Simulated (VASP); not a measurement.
A run of VASP 6.6.1 is set up as follows.

INCAR

```
PREC = Accurate
ENCUT = 520
EDIFF = 1E-6
ISMEAR = 0
SIGMA = 0.01
LREAL = F
LASPH = T
NELM = 100
ALGO = Normal
ISIF = 2
LWAVE = F
LCHARG = F
GGA = PE
NBANDS = 16
```

KPOINTS

```
regular mesh
0
Gamma
  6 6 2
```

File POSCAR:

```
Si
1.0
    3.8321168178      0.0000000000      0.0000000000
   -1.9160584089      3.3187105145      0.0000000000
    0.0000000000      0.0000000000      6.3412384215
Si
4
Direct
    0.3333333333      0.6666666667      0.0630612420
    0.6666666667      0.3333333333      0.5630612420
    0.3333333333      0.6666666667      0.4369387580
    0.6666666667      0.3333333333      0.9369387580
```

Potentials or basis: VASP PAW PBE potentials, release 64 (Si).

Run with:

```bash
$ cat potpaw_PBE.64/Si/POTCAR > POTCAR
$ mpirun -np 1 vasp_std > vasp.out
```

Q: Predict the pressure.

A: 1.3 GPa.

Q: Estimate the band gap on the k mesh.

A: 0.42 eV, indirect (least direct gap 1.04 eV).

Q: Estimate the largest force.

A: 0.041 eV/Å.

Forces in eV/Å, atoms in the order of the input:
```
Si   0.000  0.000 -0.041
Si   0.000  0.000 -0.041
Si   0.000  0.000  0.041
Si   0.000  0.000  0.041
```

Caveat: the k points lie up to 0.50 Å⁻¹ apart. A k mesh can miss the band edges.
